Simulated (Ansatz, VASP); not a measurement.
CsI: VASP beside Ansatz

```
Cs I
1.0
     4.60901    0.00000    0.00000
     0.00000    4.60901    0.00000
     0.00000    0.00000    4.60901
Cs I
1 1
Direct
  0.00000 0.00000 0.00000
  0.50000 0.50000 0.50000
```

Alike in both runs: functional r2SCAN; k mesh 6 × 6 × 6; occupations gaussian, width 0.02 eV; no spin polarisation.

Ansatz relaxed the structure, and its values are those at the end. VASP's run is a single point on that final structure, the one shown.

|  | VASP | Ansatz |
| --- | --- | --- |
| version | VASP 6.6.1 | Ansatz 0.2.0 |
| potentials or method | VASP PAW PBE potentials, release 64 (Cs_sv, I), cutoff 550 eV | scalar-relativistic, plane waves, PAW |
| valence electrons in the cell | 16 | 26 |

|  | VASP | Ansatz | Ansatz less VASP |
| --- | --- | --- | --- |
| gap on the k mesh at the Fermi level (eV) | 4.50 | 4.51 | +0.018 |
| least direct gap on the mesh (eV) | 4.59 | 4.60 | +0.015 |
| pressure (GPa) | 0.0 | 0.0 | -0.03 |

VASP's potentials were made for PBE, not for r2SCAN. VASP's potentials hold 16 valence electrons a cell and Ansatz's 26, so a difference there can come from the potentials and not from the codes.

Neither program's run includes spin-orbit coupling.
